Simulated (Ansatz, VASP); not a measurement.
**BAs: VASP beside Ansatz**

```
CELL_PARAMETERS angstrom
0.00000 2.39187 2.39187
2.39187 0.00000 2.39187
2.39187 2.39187 0.00000
ATOMIC_POSITIONS crystal
B 0.00000 0.00000 0.00000
As 0.25000 0.25000 0.25000
```

Alike in both runs: task single point; functional HF; k mesh 6 × 6 × 6; no spin polarisation.

```csv
,VASP,Ansatz
version,VASP 6.6.1,Ansatz 0.2.0
potentials or method,"VASP PAW PBE potentials, release 64 (B, As)","plane waves, PAW"
plane-wave cutoff (eV),520,420
occupations,"gaussian, width 0.01 eV",fixed
valence electrons in the cell,8,18
```

|  | VASP | Ansatz | Ansatz less VASP |
| --- | --- | --- | --- |
| gap on the k mesh at the Fermi level (eV) | 7.60 | 7.41 | -0.184 |
| pressure (GPa) | 1.5 | 4.3 | +2.80 |

VASP's potentials were made for PBE, not for HF. VASP's potentials hold 8 valence electrons a cell and Ansatz's 18, so a difference there can come from the potentials and not from the codes. Ansatz's warnings: stress exchange threshold loose, stress scf threshold loose.
